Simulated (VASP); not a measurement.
A run of VASP 6.6.1:

INCAR

```
ALGO = Normal
DIPOL = 0.5 0.5 0.310
EDIFF = 1E-6
ENCUT = 520
GGA = PE
IDIPOL = 3
ISIF = 2
ISMEAR = 0
LASPH = T
LCHARG = F
LDIPOL = T
LREAL = F
LWAVE = F
NBANDS = 40
NELM = 80
PREC = Accurate
SIGMA = 0.1
```

File KPOINTS:

```
k-points
0
Gamma
  4 4 1
```

File POSCAR:

```
Na4H
1.0
    7.2665057608      0.0000000000      0.0000000000
   -2.4221685869      6.8509273320      0.0000000000
    0.0000000000      0.0000000000     20.9665385532
Na H
8 2
Direct
    0.2500000000      0.2500000000      0.1907801800
    0.2500000000      0.7500000000      0.1907801800
    0.7500000000      0.2500000000      0.1907801800
    0.7500000000      0.7500000000      0.1907801800
    0.0000000000      0.0000000000      0.3322693699
    0.0000000000      0.5000000000      0.3322693699
    0.5000000000      0.0000000000      0.3322693699
    0.5000000000      0.5000000000      0.3322693699
   -0.0632353452      0.7500000000      0.5039715319
    0.0632353452      0.7500000000      0.5039715319
```

Potentials or basis: VASP PAW PBE potentials, release 64 (Na_pv, H).

Run with:

```sh
$ cat potpaw_PBE.64/Na_pv/POTCAR potpaw_PBE.64/H/POTCAR > POTCAR
$ mpirun -np 1 vasp_std > vasp.out
```

Hardware: 1 thread of Intel(R) Xeon(R) 6975P-C (Granite Rapids), on a shared host.

Q: Estimate the wall time of this run.

A: Wall time 6.6 min on 1 thread of Intel(R) Xeon(R) 6975P-C (Granite Rapids), on a shared host, peak memory 1.1 GiB. Counts: scf iterations 22, k points 10.
